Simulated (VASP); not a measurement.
Set up this calculation in VASP 6.6.1, as the native input.

| Item | Value |
| --- | --- |
| Task | single point |
| Functional | PBE |
| Potentials or basis | VASP PAW PBE potentials, release 64 (N, B, As_d) |
| Cutoff | 700 eV |
| k mesh | 6 × 6 × 6 |
| Occupations | fermi-dirac, width 0.02 eV |
| Spin | no spin polarisation |
| Dipole correction | no |
| Further INCAR settings | ALGO = Normal; EDIFF = 1e-06; NBANDS = 31 |

The structure of B4AsN3 lies in POSCAR:

```
B4AsN3
1.0
    3.9681648676      0.0000000000      0.0000000000
    0.0000000000      3.9681648676      0.0000000000
    0.0000000000      0.0000000000      3.9681648676
N B As
3 4 1
Direct
    0.5000000000      0.0000000000      0.0000000000
    0.0000000000      0.5000000000      0.0000000000
    0.0000000000      0.0000000000      0.5000000000
    0.2264088380      0.7735911620      0.7735911620
    0.7735911620      0.2264088380      0.7735911620
    0.7735911620      0.7735911620      0.2264088380
    0.2264088380      0.2264088380      0.2264088380
    0.5000000000      0.5000000000      0.5000000000
```

The input as run:

INCAR

```
SYSTEM = B4AsN3
  PREC = Accurate
  ENCUT = 700
  EDIFF = 1E-6
  ISMEAR = -1
  SIGMA = 0.02
  LREAL = .False.
  LASPH = .True.
  NELM = 120
  ALGO = Normal
  ISIF = 2
  LWAVE = .False.
  LCHARG = .False.
  GGA = PE
  NBANDS = 31
  GGA_COMPAT = .False.
```

KPOINTS

```
regular mesh
0
Gamma
  6 6 6
  0 0 0
```

Potentials or basis: VASP PAW PBE potentials, release 64 (N, B, As_d).

The run is started by

```sh
$ cat potpaw_PBE.64/N/POTCAR potpaw_PBE.64/B/POTCAR potpaw_PBE.64/As_d/POTCAR > POTCAR
$ mpirun -np 1 vasp_std > vasp.out
```

Results of the run:

| Property | Result |
| --- | --- |
| Pressure | -0.3 GPa |
| Largest force | 0.029 eV/Å |
| Band gap on the k mesh | 0.63 eV |

Caveat: semilocal functionals underestimate gaps, and a narrow one can read as zero.

Run time: 52 s on 1 thread of AMD EPYC 7R13 Processor (Zen 3) (shared host), peak memory 0.2 GiB.
